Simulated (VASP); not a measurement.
# Pt in VASP: notebook

The runs below take Pt through single point, relaxation of cell and atoms, with PBE.

Everything below comes from runs of VASP 6.6.1. Logs are shortened: lines on timing, memory, paths and dates and some standing lists are left out, and cuts for length are marked.

## 1. The cell of the first run

The typed cell holds 2 atoms: a = 3.889 Å, b = 3.889 Å, c = 2.859 Å, α = 90.00°, β = 90.00°, γ = 120.00°.

## 2. Single point, PBE

Input file INCAR:

```
ALGO = Normal ; EDIFF = 1E-6
ENCUT = 520 ; GGA = PE
ISIF = 2 ; ISMEAR = 0
LASPH = T ; LCHARG = T
LELF = T ; LREAL = F
LVHAR = T ; LWAVE = F
NBANDS = 17 ; NELM = 100
PREC = Accurate ; SIGMA = 0.1
```

Input file KPOINTS:

```
k-points
0
Gamma
  6 6 6
```

Input file POSCAR:

```
Pt
1.0
    3.8890558112      0.0000000000      0.0000000000
   -1.9445279056      3.3680211293      0.0000000000
    0.0000000000      0.0000000000      2.8589191180
Pt
2
Direct
    0.3333333333      0.6666666667      0.2500482274
    0.6666666667      0.3333333333      0.7499517726
```

Potentials or basis: VASP PAW PBE potentials, release 64 (Pt).

The run is started by

```bash
cat potpaw_PBE.64/Pt/POTCAR > POTCAR
mpirun -np 1 vasp_std > vasp.out
```

OUTCAR:

```text
EDIFF = 1E-6
   ENCUT = 520
   GGA = PE
   ISIF = 2
   ISMEAR = 0
   LASPH = T
   LREAL = F
   NELM = 100
   PREC = Accurate

 ion  position               nearest neighbor table
   1  0.333  0.667  0.250-   2 2.66   2 2.66   2 2.66   2 2.66   2 2.66   2 2.66
   2  0.667  0.333  0.750-   1 2.66   1 2.66   1 2.66   1 2.66   1 2.66   1 2.66

  LATTYP: Found a hexagonal cell.
 ALAT       =     3.8890558112
 C/A-ratio  =     0.7351190769

  Lattice vectors:

 A1 = (   3.8890558112,   0.0000000000,   0.0000000000)
 A2 = (  -1.9445279056,   3.3680211293,   0.0000000000)
 A3 = (   0.0000000000,   0.0000000000,   2.8589191180)

Analysis of symmetry for initial positions (statically):
=====================================================================
 Subroutine PRICEL returns:
 Original cell was already a primitive cell.

 Routine SETGRP: Setting up the symmetry group for a
 hexagonal supercell.

 Subroutine GETGRP returns: Found 12 space group operations
 (whereof 12 operations were pure point group operations)
 out of a pool of 24 trial point group operations.

The static configuration has the point symmetry D_3d.

Analysis of symmetry for dynamics (positions and initial velocities):
=====================================================================
 Subroutine PRICEL returns:
 Original cell was already a primitive cell.

 Routine SETGRP: Setting up the symmetry group for a
 hexagonal supercell.

 Subroutine GETGRP returns: Found 12 space group operations
 (whereof 12 operations were pure point group operations)
 out of a pool of 24 trial point group operations.

The dynamic configuration has the point symmetry D_3d.

 Subroutine INISYM returns: Found 12 space group operations
 (whereof 12 operations are pure point group operations),
 and found     1 'primitive' translations

----------------------------------------------------------------------------------------

                                     Primitive cell

  volume of cell :      37.4473

  direct lattice vectors                    reciprocal lattice vectors
     3.889055811  0.000000000  0.000000000     0.257131820  0.148455126  0.000000000
    -1.944527906  3.368021129  0.000000000     0.000000000  0.296910251  0.000000000
     0.000000000  0.000000000  2.858919118     0.000000000  0.000000000  0.349782543

  length of vectors
     3.889055811  3.889055811  2.858919118     0.296910251  0.296910251  0.349782543

  position of ions in fractional coordinates (direct lattice)
     0.333333333  0.666666667  0.250048227
     0.666666667  0.333333333  0.749951773

  ion indices of the primitive-cell ions
   primitive index   ion index
                 1           1
                 2           2

----------------------------------------------------------------------------------------

 KPOINTS: k-points

Automatic generation of k-mesh.
 Grid dimensions read from file:
 generate k-points for:    6    6    6

 Generating k-lattice:

  Cartesian coordinates                     Fractional coordinates (reciprocal lattice)
     0.042855303  0.024742521  0.000000000     0.166666667 -0.000000000  0.000000000
     0.000000000  0.049485042  0.000000000     0.000000000  0.166666667  0.000000000
     0.000000000  0.000000000  0.058297091     0.000000000  0.000000000  0.166666667

  Length of vectors
     0.049485042  0.049485042  0.058297091

  Shift w.r.t. Gamma in fractional coordinates (k-lattice)
     0.000000000  0.000000000  0.000000000

 Subroutine IBZKPT returns following result:
 ===========================================

 Found     34 irreducible k-points:

 Following reciprocal coordinates:
            Coordinates               Weight
  0.000000  0.000000  0.000000      1.000000
  0.166667 -0.000000  0.000000      6.000000
  0.333333 -0.000000  0.000000      6.000000
  0.500000  0.000000  0.000000      3.000000
  0.166667  0.166667  0.000000      6.000000
  0.333333  0.166667  0.000000     12.000000
[... 16 lines left out ...]
  0.500000  0.000000  0.333333      6.000000
  0.166667  0.166667  0.333333     12.000000
 [... further k-points ...]
   k-points           NKPTS =     34   k-points in BZ     NKDIM =     34   number of bands    NBANDS=     17
   number of dos      NEDOS =    301   number of ions     NIONS =      2
   total plane-waves  NPLWV =  21600
   dimension x,y,z NGX =    30 NGY =   30 NGZ =   24
   dimension x,y,z NGXF=    60 NGYF=   60 NGZF=   48
   ions per type =               2
   NGX,Y,Z   is equivalent  to a cutoff of  12.82, 12.82, 13.96 a.u.
   NGXF,Y,Z  is equivalent  to a cutoff of  25.65, 25.65, 27.91 a.u.
 SYSTEM =  unknown system
   PREC   = accura    normal or accurate (medium, high low for compatibility)
   ISTART =      0    job   : 0-new  1-cont  2-samecut
   ICHARG =      2    charge: 1-file 2-atom 10-const
   ISPIN  =      1    spin polarized calculation?
   LNONCOLLINEAR =      F non collinear calculations
   LSORBIT =      F    spin-orbit coupling
   LASPH  =      T    aspherical Exc in radial PAW
   ENCUT  =  520.0 eV  38.22 Ry    6.18 a.u.   7.23  7.23  5.32*2*pi/ulx,y,z
   NELM   =    100;   NELMIN=  2; NELMDL= -5     # of ELM steps
   EDIFF  = 0.1E-05   stopping-criterion for ELM
   LREAL  =      F    real-space projection
   EDIFFG = 0.1E-04   stopping-criterion for IOM
   NSW    =      0    number of steps for IOM
   IBRION =     -1    ionic relax: 0-MD 1-quasi-New 2-CG
   NFREE  =      0    steps in history (QN), initial steepest desc. (CG)
   ISIF   =      2    stress and relaxation
   ISYM   =      2    0-nonsym 1-usesym 2-fastsym
   POTIM  = 0.5000    time-step for ionic-motion
   TEBEG  =    0.0;   TEEND  =   0.0 temperature during run
   PSTRESS=    0.0 pullay stress
   NELECT =      20.0000    total number of electrons
   NUPDOWN=      -1.0000    fix difference up-down
   EMIN   =  10.00;   EMAX   =-10.00  energy-range for DOS
   EFERMI =   0.00;   METHOD = LEGACY
   ISMEAR =     0;   SIGMA  =   0.10  broadening in eV -4-tet -1-fermi 0-gaus
   EFERMI_NEDOS =   21; number of points for ismear=-14 and -15
   IALGO  =     38    algorithm
   IMIX   =      4    mixing-type and parameters
     AMIX     =   0.40;   BMIX     =  1.00
     AMIX_MAG =   1.60;   BMIX_MAG =  1.00
  volume/ion in A,a.u.               =      18.72       126.35
  Fermi-wavevector in a.u.,A,eV,Ry     =   1.328244  2.510017 24.003837  1.764232
  Thomas-Fermi vector in A             =   2.457496
   LORBIT       =      0    0 simple, 1 ext, 2 COOP (PROOUT), +10 PAW based schemes
   GGA     = PE    functional components
   LHFCALC =     F    Hartree Fock is set to
   AEXX    =    0.0000 exact exchange contribution
   IVDW    =     0    specifies the selected vdW correction
   LEPSILON=     F    determine dielectric tensor
   LRPA    =     F    only Hartree local field effects (RPA)
 non-spin polarized calculation
 Gauss-broadening in eV      SIGMA  =   0.10
  energy-cutoff  :      520.00
  volume of cell :       37.45
 maximum number of plane-waves:      1035
 NGX is ok and might be reduce to    30
   NGX = 15   NGY = 15   NGZ = 11

 number of electron      20.0000003 magnetization

 Free energy of the ion-electron system (eV)
  ---------------------------------------------------
  ext. energy  EPLUGINS =         0.00000000
  ---------------------------------------------------
  free energy    TOTEN  =       -11.35475197 eV

  energy without entropy =      -11.33741914  energy(sigma->0) =      -11.34608556

 E-fermi :   8.0151     XC(G=0): -11.9766

 val. band max:        7.9906842509   @ k =   0.1667  -0.0000   0.0000
 cond. band min:       8.0238030779   @ k =   0.1667  -0.0000   0.1667
 fundamental gap:      0.0331188270
 Fermi energy:         8.0151459440

 k-point     1 :       0.0000    0.0000    0.0000
  band No.  band energies     occupation
      1      -0.6420      2.00000
      2       1.8260      2.00000
      3       4.3951      2.00000
      4       4.3951      2.00000
      5       4.8671      2.00000
      6       4.8671      2.00000
[... 9 lines left out ...]
     16      19.8937      0.00000
     17      21.2956      0.00000

 k-point     2 :       0.1667   -0.0000    0.0000
  band No.  band energies     occupation
      1      -0.2501      2.00000
      2       1.8838      2.00000
      3       3.9007      2.00000
      4       4.3032      2.00000
      5       4.7578      2.00000
      6       4.9371      2.00000
[... 9 lines left out ...]
     16      20.8628      0.00000
     17      22.8886      0.00000

 k-point     3 :       0.3333   -0.0000    0.0000
  band No.  band energies     occupation
      1       0.6960      2.00000
      2       1.8915      2.00000
      3       3.6591      2.00000
      4       4.2600      2.00000
      5       4.5648      2.00000
      6       5.0880      2.00000
[... 9 lines left out ...]
     16      23.3429      0.00000
     17      24.2887      0.00000

 k-point     4 :       0.5000    0.0000    0.0000
  band No.  band energies     occupation
      1       1.3081      2.00000
      2       1.7800      2.00000
      3       3.9561      2.00000
      4       4.2604      2.00000
      5       4.4780      2.00000
      6       5.1708      2.00000
[... 9 lines left out ...]
     16      24.2055      0.00000
     17      24.8571      0.00000

 k-point     5 :       0.1667    0.1667    0.0000
  band No.  band energies     occupation
      1       0.4298      2.00000
      2       1.9402      2.00000
      3       3.4085      2.00000
      4       4.5507      2.00000
      5       4.5532      2.00000
      6       5.1355      2.00000
[... 9 lines left out ...]
     16      22.2626      0.00000
     17      24.5497      0.00000

 k-point     6 :       0.3333    0.1667    0.0000
  band No.  band energies     occupation
      1       1.2792      2.00000
      2       1.8769      2.00000
      3       3.2618      2.00000
      4       4.3546      2.00000
      5       4.8741      2.00000
      6       5.2686      2.00000
[... 9 lines left out ...]
     16      23.9009      0.00000
     17      24.6910      0.00000

 k-point     7 :       0.3333    0.3333    0.0000
  band No.  band energies     occupation
      1       1.7355      2.00000
      2       1.7355      2.00000
      3       3.0219      2.00000
      4       4.2252      2.00000
      5       5.2198      2.00000
      6       5.2198      2.00000
[... 9 lines left out ...]
     16      23.2182      0.00000
     17      23.7756      0.00000

 k-point     8 :       0.0000    0.0000    0.1667
  band No.  band energies     occupation
      1       0.0851      2.00000
      2       2.4741      2.00000
      3       3.3869      2.00000
      4       3.3869      2.00000
      5       4.2358      2.00000
      6       4.2358      2.00000
[... 9 lines left out ...]
     16      20.4880      0.00000
     17      21.1381      0.00000
[... 203 lines left out ...]
      1       1.9658      2.00000
      2       2.7695      2.00000
      3       3.0240      2.00000
      4       3.1324      2.00000
      5       3.3311      2.00000
      6       3.9921      2.00000
[... 9 lines left out ...]
     16      21.4230      0.00000
     17      21.5630      0.00000

 k-point    20 :       0.0000    0.1667    0.3333
  band No.  band energies     occupation
      1       1.9656      2.00000
      2       2.7697      2.00000
      3       3.0239      2.00000
      4       3.1326      2.00000
      5       3.3308      2.00000
      6       3.9921      2.00000
[... 9 lines left out ...]
     16      21.4226      0.00000
     17      21.5633      0.00000

 k-point    21 :       0.3333   -0.0000    0.3333
  band No.  band energies     occupation
      1       2.2076      2.00000
      2       3.1083      2.00000
      3       3.1798      2.00000
      4       3.7392      2.00000
      5       3.7554      2.00000
      6       4.4278      2.00000
[... 9 lines left out ...]
     16      19.9975      0.00000
     17      22.7803      0.00000

 k-point    22 :       0.0000    0.3333    0.3333
  band No.  band energies     occupation
      1       2.2073      2.00000
      2       3.1084      2.00000
      3       3.1802      2.00000
      4       3.7394      2.00000
      5       3.7550      2.00000
      6       4.4274      2.00000
[... 9 lines left out ...]
     16      19.9978      0.00000
     17      22.7801      0.00000

 k-point    23 :       0.5000    0.0000    0.3333
  band No.  band energies     occupation
      1       2.4991      2.00000
      2       2.9589      2.00000
      3       3.4991      2.00000
      4       3.9130      2.00000
      5       4.0140      2.00000
      6       4.7767      2.00000
[... 9 lines left out ...]
     16      19.2440      0.00000
     17      22.8533      0.00000

 k-point    24 :       0.1667    0.1667    0.3333
  band No.  band energies     occupation
      1       2.1484      2.00000
      2       2.9725      2.00000
      3       3.2214      2.00000
      4       3.5832      2.00000
      5       3.6503      2.00000
      6       4.2489      2.00000
[... 9 lines left out ...]
     16      21.1136      0.00000
     17      21.5756      0.00000

 [... further k-points ...]
[... 5 lines left out ...]
  --------------------------------------------------------------------------------------
  -------------------------------------------------------------------------------------
  Total       -0.1104291     -0.1104291     -0.1114192      0.0000000      0.0000000      0.0000000
  in kB       -4.7246893     -4.7246893     -4.7670515      0.0000000      0.0000000      0.0000000
  external PRESSURE =      -4.7388100 kB  Pullay stress =       0.0000000 kB

 VOLUME and BASIS-vectors are now :
 -----------------------------------------------------------------------------
  energy-cutoff  :      520.00
  volume of cell :       37.45
      direct lattice vectors                 reciprocal lattice vectors
     3.889055811  0.000000000  0.000000000     0.257131820  0.148455126  0.000000000
    -1.944527906  3.368021129  0.000000000     0.000000000  0.296910251  0.000000000
     0.000000000  0.000000000  2.858919118     0.000000000  0.000000000  0.349782543

 POSITION                                       TOTAL-FORCE (eV/Angst)
 -----------------------------------------------------------------------------------
     -0.00000      2.24535      0.71487         0.000000      0.000000     -0.001808
      1.94453      1.12267      2.14405        -0.000000     -0.000000      0.001808
 -----------------------------------------------------------------------------------
    total drift:                               -0.000000      0.000000      0.000000

  FREE ENERGIE OF THE ION-ELECTRON SYSTEM (eV)
  ---------------------------------------------------
  free  energy   TOTEN  =       -11.3547519740 eV

  energy  without entropy=      -11.3374191444  energy(sigma->0) =      -11.34608556
```

It took 12 s on 1 thread of Intel Xeon Platinum 8488C (Sapphire Rapids), shared host; peak memory 0.16 GiB.

Results:

- Free energy: -11.3548 eV
- Pressure: -0.5 GPa
- Band gap on the k mesh: zero (band 10 reaches 8.43 eV, above the bottom of band 11 at 7.84 eV)

Levels at points of the mesh, in eV from the Fermi level:
```
           k point  band 8  band 9  band 10  band 11  band 12  band 13
(0.00, 0.00, 0.00)   -3.07   -2.33    -0.18    -0.18     8.67     8.67
(0.50, 0.00, 0.00)   -2.44   -1.00    -0.96     0.39     0.56     3.39
(0.00, 0.00, 0.50)    0.12    0.12     0.12     1.57     1.57    11.37
(0.50, 0.00, 0.50)   -1.28   -0.54    -0.54     1.96     1.97     6.49
```

Caveat: the k points lie up to 0.37 Å⁻¹ apart; spin-orbit coupling is left out, which moves the levels of the heavy elements.

[end of part 1 of 2]
